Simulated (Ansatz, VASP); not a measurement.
**BN: VASP beside Ansatz**

POSCAR

```
BN
1.0
    0.0000000000      1.8044216300      1.8044216300
    1.8044216300      0.0000000000      1.8044216300
    1.8044216300      1.8044216300      0.0000000000
B N
1 1
Direct
    0.0000000000      0.0000000000      0.0000000000
    0.2500000000      0.2500000000      0.2500000000
```

File INCAR.step1:

```
SYSTEM = BN
PREC     = Accurate       ! precision mode
ENCUT    = 520            ! plane-wave cutoff, eV
EDIFF    = 1E-5           ! SCF threshold, eV
ISMEAR   = -1             ! smearing method
SIGMA    = 0.02           ! smearing width, eV
LREAL    = .False.        ! projectors in reciprocal space
LASPH    = .True.         ! aspherical terms in the spheres
NELM     = 80             ! most SCF steps
ALGO     = Normal         ! electronic algorithm
ISIF     = 2              ! what is computed and relaxed
LWAVE    = .True.         ! write WAVECAR
LCHARG   = .False.        ! write CHGCAR
GGA      = PE             ! functional
NBANDS   = 11             ! bands
```

INCAR.step2

```
SYSTEM = BN
PREC     = Accurate       ! precision mode
ENCUT    = 520            ! plane-wave cutoff, eV
EDIFF    = 1E-6           ! SCF threshold, eV
ISMEAR   = -1             ! smearing method
SIGMA    = 0.02           ! smearing width, eV
LREAL    = .False.        ! projectors in reciprocal space
LASPH    = .True.         ! aspherical terms in the spheres
NELM     = 80             ! most SCF steps
ALGO     = Normal         ! electronic algorithm
ISIF     = 2              ! what is computed and relaxed
LWAVE    = .False.        ! write WAVECAR
LCHARG   = .False.        ! write CHGCAR
GGA      = PE             ! functional
LHFCALC  = .True.         ! exact exchange
AEXX     = 0.25           ! exact-exchange fraction
PRECFOCK = Normal       
ISTART   = 1            
NBANDS   = 11             ! bands
```

KPOINTS

```
regular mesh
0
Gamma
  8 8 8
  0 0 0
```

Input for Ansatz:

```yaml
crystal:
  lattice:
    - [0.0, 1.80442163, 1.80442163]
    - [1.80442163, 0.0, 1.80442163]
    - [1.80442163, 1.80442163, 0.0]
  atoms:
    - { symbol: B, position: [0.0, 0.0, 0.0] }
    - { symbol: "N", position: [0.25, 0.25, 0.25] }
  symmetry: { tolerance: 0.0003 }
hamiltonian:
  xc: pbe0
  pseudopotentials: { kind: paw, azcp: { folder: soft_1 } }
basis:
  ecutwfc: 420
magnetization:
  spin_polarized: false
scf:
  occupations: { method: fermi_dirac, width: 0.02 }
kpoints:
  mp_grid: { grid: [8, 8, 8], shift: [0, 0, 0] }
output:
  forces: true
  stress: true
  eigenvalues: true
  bader: true
  populations: true
  elf: true
  write_potential: true
  write_density: true
  volumetric_format: npy
  dos:
    e_range: [-12, 8]
    de: 0.05
    projected: { site_lists: { B: [B], "N": ["N"] } }
```

Alike in both runs: task single point; functional PBE0; k mesh 8 × 8 × 8; occupations fermi-dirac, width 0.02 eV; no spin polarisation.

|  | VASP | Ansatz |
| --- | --- | --- |
| version | VASP 6.6.1 | Ansatz 0.2.0 |
| potentials or method | VASP PAW PBE potentials, release 64 (B, N), cutoff 520 eV | PAW plane waves |
| valence electrons in the cell | 8 | 8 |

|  | VASP | Ansatz | Ansatz less VASP |
| --- | --- | --- | --- |
| gap on the k mesh at the Fermi level (eV) | 6.56 | 6.55 | -0.001 |
| pressure (GPa) | -3.6 | -4.3 | -0.64 |

Ansatz's warnings: stress exchange threshold loose, stress scf threshold loose.
